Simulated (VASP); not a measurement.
# Br (Fm-3m) in VASP: further runs

The runs below take Br through relaxation of cell and atoms, single point, with PBE.

All numbers are computed with VASP 6.6.1; they aren't measurements. Logs are shortened: lines on timing, memory, paths and dates and some standing lists are left out, and cuts for length are marked.

## 1. The cell of the first run

It takes space group Fm-3m (No. 225, cubic). Conventional cell: a = 4.725 Å, b = 4.725 Å, c = 4.725 Å, α = 90.00°, β = 90.00°, γ = 90.00°. Within 4.4 Å of Br (site symmetry m-3m) lie 12 Br at 3.34 Å.

## 2. Relaxation of cell and atoms, PBE

INCAR

```
ALGO = Normal ; EDIFF = 1E-6
EDIFFG = -0.01 ; ENCUT = 600
GGA = PE ; IBRION = 2
ISIF = 3 ; ISMEAR = -1
LASPH = T ; LCHARG = F
LREAL = F ; LWAVE = F
NELM = 60 ; NSW = 80
PREC = Accurate ; SIGMA = 0.05
```

KPOINTS

```
k-points
0
Gamma
  15 15 15
```

POSCAR

```
Br
1.0
    0.0000000000      2.3626195755      2.3626195755
    2.3626195755      0.0000000000      2.3626195755
    2.3626195755      2.3626195755      0.0000000000
Br
1
Direct
    0.0000000000      0.0000000000      0.0000000000
```

Potentials or basis: VASP PAW PBE potentials, release 64 (Br).

On the command line:

```
cat potpaw_PBE.64/Br/POTCAR > POTCAR
mpirun -np 1 vasp_std > vasp.out
```

OUTCAR:

```text
EDIFF = 1E-6
   EDIFFG = -0.01
   ENCUT = 600
   GGA = PE
   IBRION = 2
   ISIF = 3
   ISMEAR = -1
   LASPH = T
   LREAL = F
   NELM = 60
   NSW = 80
   PREC = Accurate

 ion  position               nearest neighbor table
   1  0.000  0.000  0.000-

  LATTYP: Found a face centered cubic cell.
 ALAT       =     4.7252391510

  Lattice vectors:

 A1 = (   0.0000000000,   2.3626195755,   2.3626195755)
 A2 = (   2.3626195755,   0.0000000000,   2.3626195755)
 A3 = (   2.3626195755,   2.3626195755,   0.0000000000)

Analysis of symmetry for initial positions (statically):
=====================================================================
 Subroutine PRICEL returns:
 Original cell was already a primitive cell.

 Routine SETGRP: Setting up the symmetry group for a
 face centered cubic supercell.

 Subroutine GETGRP returns: Found 48 space group operations
 (whereof 48 operations were pure point group operations)
 out of a pool of 48 trial point group operations.

The static configuration has the point symmetry O_h .

Analysis of symmetry for dynamics (positions and initial velocities):
=====================================================================
 Subroutine PRICEL returns:
 Original cell was already a primitive cell.

 Routine SETGRP: Setting up the symmetry group for a
 face centered cubic supercell.

 Subroutine GETGRP returns: Found 48 space group operations
 (whereof 48 operations were pure point group operations)
 out of a pool of 48 trial point group operations.

The dynamic configuration has the point symmetry O_h .

 Subroutine INISYM returns: Found 48 space group operations
 (whereof 48 operations are pure point group operations),
 and found     1 'primitive' translations

----------------------------------------------------------------------------------------

                                     Primitive cell

  volume of cell :      26.3761

  direct lattice vectors                    reciprocal lattice vectors
     0.000000000  2.362619576  2.362619576    -0.211629500  0.211629500  0.211629500
     2.362619576  0.000000000  2.362619576     0.211629500 -0.211629500  0.211629500
     2.362619576  2.362619576  0.000000000     0.211629500  0.211629500 -0.211629500

  length of vectors
     3.341248646  3.341248646  3.341248646     0.366553047  0.366553047  0.366553047

  position of ions in fractional coordinates (direct lattice)
     0.000000000  0.000000000  0.000000000

  ion indices of the primitive-cell ions
   primitive index   ion index
                 1           1

----------------------------------------------------------------------------------------

 KPOINTS: k-points

Automatic generation of k-mesh.
 Grid dimensions read from file:
 generate k-points for:   15   15   15

 Generating k-lattice:

  Cartesian coordinates                     Fractional coordinates (reciprocal lattice)
    -0.014108633  0.014108633  0.014108633     0.066666667  0.000000000  0.000000000
     0.014108633 -0.014108633  0.014108633     0.000000000  0.066666667  0.000000000
     0.014108633  0.014108633 -0.014108633     0.000000000  0.000000000  0.066666667

  Length of vectors
     0.024436870  0.024436870  0.024436870

  Shift w.r.t. Gamma in fractional coordinates (k-lattice)
     0.000000000  0.000000000  0.000000000

 Subroutine IBZKPT returns following result:
 ===========================================

 Found    120 irreducible k-points:

 Following reciprocal coordinates:
            Coordinates               Weight
  0.000000  0.000000  0.000000      1.000000
  0.066667  0.000000  0.000000      8.000000
  0.133333  0.000000  0.000000      8.000000
  0.200000  0.000000  0.000000      8.000000
  0.266667  0.000000  0.000000      8.000000
  0.333333  0.000000  0.000000      8.000000
[... 16 lines left out ...]
  0.133333  0.133333  0.000000      6.000000
  0.200000  0.133333  0.000000     24.000000
 [... further k-points ...]
   k-points           NKPTS =    120   k-points in BZ     NKDIM =    120   number of bands    NBANDS=      7
   number of dos      NEDOS =    301   number of ions     NIONS =      1
   total plane-waves  NPLWV =  21952
   dimension x,y,z NGX =    28 NGY =   28 NGZ =   28
   dimension x,y,z NGXF=    56 NGYF=   56 NGZF=   56
   ions per type =               1
   NGX,Y,Z   is equivalent  to a cutoff of  13.93, 13.93, 13.93 a.u.
   NGXF,Y,Z  is equivalent  to a cutoff of  27.86, 27.86, 27.86 a.u.
 SYSTEM =  unknown system
   PREC   = accura    normal or accurate (medium, high low for compatibility)
   ISTART =      0    job   : 0-new  1-cont  2-samecut
   ICHARG =      2    charge: 1-file 2-atom 10-const
   ISPIN  =      1    spin polarized calculation?
   LNONCOLLINEAR =      F non collinear calculations
   LSORBIT =      F    spin-orbit coupling
   LASPH  =      T    aspherical Exc in radial PAW
   ENCUT  =  600.0 eV  44.10 Ry    6.64 a.u.   6.67  6.67  6.67*2*pi/ulx,y,z
   NELM   =     60;   NELMIN=  2; NELMDL= -5     # of ELM steps
   EDIFF  = 0.1E-05   stopping-criterion for ELM
   LREAL  =      F    real-space projection
   EDIFFG = -.1E-01   stopping-criterion for IOM
   NSW    =     80    number of steps for IOM
   IBRION =      2    ionic relax: 0-MD 1-quasi-New 2-CG
   NFREE  =      1    steps in history (QN), initial steepest desc. (CG)
   ISIF   =      3    stress and relaxation
   ISYM   =      2    0-nonsym 1-usesym 2-fastsym
   POTIM  = 0.5000    time-step for ionic-motion
   TEBEG  =    0.0;   TEEND  =   0.0 temperature during run
   PSTRESS=    0.0 pullay stress
   NELECT =       7.0000    total number of electrons
   NUPDOWN=      -1.0000    fix difference up-down
   EMIN   =  10.00;   EMAX   =-10.00  energy-range for DOS
   EFERMI =   0.00;   METHOD = LEGACY
   ISMEAR =    -1;   SIGMA  =   0.05  broadening in eV -4-tet -1-fermi 0-gaus
   EFERMI_NEDOS =   21; number of points for ismear=-14 and -15
   IALGO  =     38    algorithm
   IMIX   =      4    mixing-type and parameters
     AMIX     =   0.40;   BMIX     =  1.00
     AMIX_MAG =   1.60;   BMIX_MAG =  1.00
  volume/ion in A,a.u.               =      26.38       178.00
  Fermi-wavevector in a.u.,A,eV,Ry     =   1.052052  1.988089 15.059100  1.106813
  Thomas-Fermi vector in A             =   2.187119
   LORBIT       =      0    0 simple, 1 ext, 2 COOP (PROOUT), +10 PAW based schemes
   GGA     = PE    functional components
   LHFCALC =     F    Hartree Fock is set to
   AEXX    =    0.0000 exact exchange contribution
   IVDW    =     0    specifies the selected vdW correction
   LEPSILON=     F    determine dielectric tensor
   LRPA    =     F    only Hartree local field effects (RPA)
 conjugate gradient relaxation of ions
 non-spin polarized calculation
  energy-cutoff  :      600.00
  volume of cell :       26.38
 maximum number of plane-waves:       901
   NGX = 13   NGY = 13   NGZ = 13

 number of electron       7.0000000 magnetization

 Free energy of the ion-electron system (eV)
  ---------------------------------------------------
  ext. energy  EPLUGINS =         0.00000000
  ---------------------------------------------------
  free energy    TOTEN  =        -0.98486651 eV

  energy without entropy =       -0.96959094  energy(sigma->0) =       -0.97722873

 E-fermi :   1.5228     XC(G=0):  -9.3098

 val. band max:        1.5195402461   @ k =  -0.3333   0.2000   0.0667
 cond. band min:       1.5242166241   @ k =  -0.1333   0.1333   0.0000
 fundamental gap:      0.0046763781
 Fermi energy:         1.5228065414

 k-point     1 :       0.0000    0.0000    0.0000
  band No.  band energies     occupation
      1     -13.7361      2.00000
      2       2.3927      0.00000
      3       2.3927      0.00000
      4       2.3927      0.00000
      5       9.5179      0.00000
      6      14.0745      0.00000
      7      14.0745      0.00000

 k-point     2 :       0.0667    0.0000    0.0000
  band No.  band energies     occupation
      1     -13.6883      2.00000
      2       2.0532      0.00005
      3       2.3611      0.00000
      4       2.3611      0.00000
      5       9.8163      0.00000
      6      13.7952      0.00000
      7      14.1810      0.00000

 k-point     3 :       0.1333    0.0000    0.0000
  band No.  band energies     occupation
      1     -13.5493      2.00000
      2       1.2092      1.99623
      3       2.2740      0.00000
      4       2.2740      0.00000
      5      10.4363      0.00000
      6      13.4149      0.00000
      7      14.4260      0.00000

 k-point     4 :       0.2000    0.0000    0.0000
  band No.  band energies     occupation
      1     -13.3322      2.00000
      2       0.1528      2.00000
      3       2.1517      0.00001
      4       2.1517      0.00001
      5      10.7493      0.00000
      6      13.6452      0.00000
      7      14.5425      0.00000

 k-point     5 :       0.2667    0.0000    0.0000
  band No.  band energies     occupation
      1     -13.0616      2.00000
      2      -0.9103      2.00000
      3       2.0192      0.00010
      4       2.0192      0.00010
      5      10.5724      0.00000
      6      14.3113      0.00000
      7      14.3115      0.00000
[... 161 lines left out ...]
 k-point    22 :      -0.0667    0.0667    0.0000
  band No.  band energies     occupation
      1     -13.6101      2.00000
      2       1.6283      0.21635
      3       2.1717      0.00000
      4       2.3703      0.00000
      5      10.2414      0.00000
      6      13.4033      0.00000
      7      14.2891      0.00000

 k-point    23 :       0.1333    0.1333    0.0000
  band No.  band energies     occupation
      1     -13.4869      2.00000
      2       1.2871      1.98222
      3       1.9990      0.00015
      4       1.9990      0.00015
      5      10.8415      0.00000
      6      12.5490      0.00000
      7      14.9527      0.00000

 k-point    24 :       0.2000    0.1333    0.0000
  band No.  band energies     occupation
      1     -13.3259      2.00000
      2       0.5994      2.00000
      3       1.8215      0.00508
      4       1.8724      0.00184
      5      11.2914      0.00000
      6      12.1744      0.00000
      7      14.6468      0.00000

 [... further k-points ...]

------------------------ aborting loop because EDIFF is reached ----------------------------------------

  FORCE on cell =-STRESS in cart. coord.  units (eV):
  Direction    XX          YY          ZZ          XY          YZ          ZX
  --------------------------------------------------------------------------------------
  -------------------------------------------------------------------------------------
  Total       -0.0006599     -0.0006599     -0.0006599      0.0000000      0.0000000     -0.0000000
  in kB       -0.0400818     -0.0400818     -0.0400818      0.0000000      0.0000000     -0.0000000
  external PRESSURE =      -0.0400818 kB  Pullay stress =       0.0000000 kB

 VOLUME and BASIS-vectors are now :
 -----------------------------------------------------------------------------
  energy-cutoff  :      600.00
  volume of cell :       26.38
      direct lattice vectors                 reciprocal lattice vectors
     0.000000000  2.362619576  2.362619576    -0.211629500  0.211629500  0.211629500
     2.362619576  0.000000000  2.362619576     0.211629500 -0.211629500  0.211629500
     2.362619576  2.362619576  0.000000000     0.211629500  0.211629500 -0.211629500

 POSITION                                       TOTAL-FORCE (eV/Angst)
 -----------------------------------------------------------------------------------
      0.00000      0.00000      0.00000         0.000000     -0.000000     -0.000000
 -----------------------------------------------------------------------------------
    total drift:                                0.000000      0.000000      0.000000

  FREE ENERGIE OF THE ION-ELECTRON SYSTEM (eV)
  ---------------------------------------------------
  free  energy   TOTEN  =        -0.9848665077 eV

  energy  without entropy=       -0.9695909445  energy(sigma->0) =       -0.97722873

 reached required accuracy - stopping structural energy minimisation
```

Wall time 34 s (1 thread of Intel Xeon 8259CL, shared host); peak memory 0.17 GiB.

Results:

```
Free energy             : -0.9849 eV
Pressure after relaxing : 0.0 GPa
Band gap on the k mesh  : zero (an odd number of electrons rules out a gap without spin polarisation)
```

Final structure:
```
Br
1.0
     0.00000    2.36262    2.36262
     2.36262    0.00000    2.36262
     2.36262    2.36262    0.00000
Br
1
Direct
  0.00000 0.00000 0.00000
```

Caveat: the relaxation stopped at its first step, so nothing moved; an odd number of electrons without spin polarisation forces a metal; a magnetic or distorted state may lie lower.

## 3. Single point, PBE

INCAR

```
SYSTEM = Br
ALGO     = Normal         ! electronic algorithm
EDIFF    = 1E-6           ! SCF threshold, eV
ENCUT    = 520            ! plane-wave cutoff, eV
GGA      = PE             ! functional
ISIF     = 2              ! what is computed and relaxed
ISMEAR   = -1             ! smearing method
LASPH    = .True.         ! aspherical terms in the spheres
LCHARG   = .False.        ! write CHGCAR
LREAL    = .False.        ! projectors in reciprocal space
LWAVE    = .False.        ! write WAVECAR
NBANDS   = 10             ! bands
NELM     = 100            ! most SCF steps
PREC     = Accurate       ! precision mode
SIGMA    = 0.05           ! smearing width, eV
```

KPOINTS

```
k-points
0
Gamma
  15 15 15
  0 0 0
```

POSCAR is that of step 2.

Potentials or basis: VASP PAW PBE potentials, release 64 (Br).

On the command line:

```
cat potpaw_PBE.64/Br/POTCAR > POTCAR
mpirun -np 1 vasp_std > vasp.out
```

Run time: 20 s. Hardware: 1 thread of Intel Xeon Platinum 8375C at 2.90GHz (Ice Lake), shared host; peak memory 0.17 GiB.

The run converged. Its results:

```
Free energy            : -0.9848 eV
Pressure               : 0.0 GPa
Band gap on the k mesh : zero (an odd number of electrons rules out a gap without spin polarisation)
```

Levels at points of the mesh, in eV from the Fermi level:
```tsv
k point	band 1	band 2	band 3	band 4	band 5	band 6	band 7	band 8	band 9
(0.00, 0.00, 0.00)	-15.26	0.87	0.87	0.87	8.00	12.55	12.55	12.55	16.68
```

Caveat: an odd number of electrons without spin polarisation forces a metal; a magnetic or distorted state may lie lower.
